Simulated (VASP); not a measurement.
Mo3H:

```xyz
8
Lattice="4.3711 0.0000 0.0000 -2.1856 3.7855 0.0000 0.0000 0.0000 9.0773" Properties=species:S:1:pos:R:3 pbc="T T T"
H     0.0000    2.5237    2.2693
H     2.1856    1.2618    6.8080
Mo    0.0000    2.5237    6.8080
Mo    2.1856    1.2618    2.2693
Mo    0.0000    2.5237    0.0203
Mo    2.1856    1.2618    4.5589
Mo    2.1856    1.2618    9.0570
Mo    0.0000    2.5237    4.5184
```

The cell was built from a structure type or drawn by symmetry, and may not be a known phase.

| Property | Result |
| --- | --- |
| Program | VASP 6.6.1 |
| Task | relaxation of cell and atoms |
| Functional | PBE |
| Potentials or basis | VASP PAW PBE potentials, release 64 (H, Mo_sv) |
| Cutoff | 600 eV |
| k mesh | 4 × 4 × 2 |
| Occupations | gaussian, width 0.2 eV |
| Spin | no spin polarisation |

At the start: pressure -3.9 GPa; volume 18.78 Å³/atom.

Where does the relaxation end?

Over 19 steps the energy falls by 1126.9 meV/atom and the volume is 13.06 Å³/atom (-30.4 %); space group P6_3/mmc (No. 194, to 0.1 Å) before and after.

The path:
```tsv
step	energy change (eV)	largest force (eV/Å)	pressure (GPa)	volume (Å³)
1	0.0000	4.7812	-3.85	150.20
2	-3.2318	0.8830	-9.09	140.30
3	-3.5736	0.2011	-8.99	136.58
4	-4.8364	2.0202	-9.56	129.10
5	-5.1628	4.6821	4.22	114.04
6	-6.1044	0.1067	-8.39	122.86
7	-6.2300	1.2889	-6.57	120.25
8	-6.7363	0.9822	18.44	102.29
9	-6.8664	1.0631	8.86	107.50
10	-7.7938	0.9652	-1.94	109.62
11	-8.4561	2.1182	-3.08	110.44
12	-8.1614	1.0771	-1.40	109.10
13	-8.5578	1.3303	-3.60	110.18
14	-8.5587	1.3915	-3.62	110.22
15	-8.8210	1.0538	-1.01	107.12
16	-8.9501	0.6709	4.36	103.15
17	-8.9953	0.1346	-3.57	106.07
18	-9.0109	0.0996	-0.98	105.05
19	-9.0155	0.0195	-0.01	104.49
```

Final structure:
```xyz
8
Lattice="3.0858 0.0000 0.0000 -1.5429 2.6724 0.0000 0.0000 0.0000 12.6707" Properties=species:S:1:pos:R:3 pbc="T T T"
H     0.0000    1.7816    3.1677
H     1.5429    0.8908    9.5030
Mo    0.0000    1.7816    9.5030
Mo    1.5429    0.8908    3.1677
Mo    0.0000    1.7816    0.9448
Mo    1.5429    0.8908    7.2802
Mo    1.5429    0.8908   11.7259
Mo    0.0000    1.7816    5.3905
```

Caveat: the k points lie up to 0.59 Å⁻¹ apart in the final cell, too coarse for converged energies and pressures of a metal; the volume moved by over 15 % at a fixed basis, so the end points are rough.
